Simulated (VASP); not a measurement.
Wanted: the native input for a VASP 6.6.1 run.

- Task: electric field gradients
- Functional: PBE
- Potentials or basis: VASP PAW PBE potentials, release 64 (Ti_sv)
- Cutoff: 520 eV
- k mesh: 13 × 13 × 7
- Occupations: fermi-dirac, width 0.08 eV
- Spin: no spin polarisation
- Dipole correction: no
- Further INCAR settings: ALGO = Normal; EDIFF = 1e-08; NBANDS = 19

The structure of Ti lies in POSCAR:

```
Ti
1.0
    2.9499978604      0.0442499679      0.0442499679
   -1.4366773339      2.5326481043      0.0161966124
    0.0702900000      0.0702900000      4.6860000000
Ti
2
Direct
    0.3333333333      0.6666666667      0.2500000000
    0.6666666667      0.3333333333      0.7500000000
```

This cell differs from its parent crystal: equal xy, yz and zx shear strains of +3 %.

These files were run (other wordings do the same):

INCAR

```
SYSTEM = Ti
  ALGO = Normal
  EDIFF = 1E-8
  ENCUT = 520
  GGA = PE
  ISIF = 2
  ISMEAR = -1
  LASPH = .TRUE.
  LCHARG = .FALSE.
  LEFG = .TRUE.
  LREAL = .FALSE.
  LWAVE = .FALSE.
  NBANDS = 19
  NELM = 100
  PREC = Accurate
  SIGMA = 0.08
```

KPOINTS

```
k-points
0
G
  13 13 7
  0 0 0
```

Potentials or basis: VASP PAW PBE potentials, release 64 (Ti_sv).

Launch:

```bash
$ cat potpaw_PBE.64/Ti_sv/POTCAR > POTCAR
$ mpirun -np 1 vasp_std > vasp.out
```

It gave:

* Pressure: -1.7 GPa
* Largest force: 0.076 eV/Å
* Band gap on the k mesh: zero (bands 12 and 13 overlap by 1.07 eV)
* Largest electric field gradient by atom: Ti +16.8 V/Å²

Caveat: the cell differs from its parent crystal (equal xy, yz and zx shear strains of +3 %); without QUAD_EFG the Cq values of the log hold for a quadrupole moment of 1 mb, not for the nuclei.

It took 5.1 min on 1 thread of Intel(R) Xeon(R) Platinum 8124M CPU @ 3.00GHz (Skylake/Cascade Lake), on a shared host, peak memory 0.42 GiB.
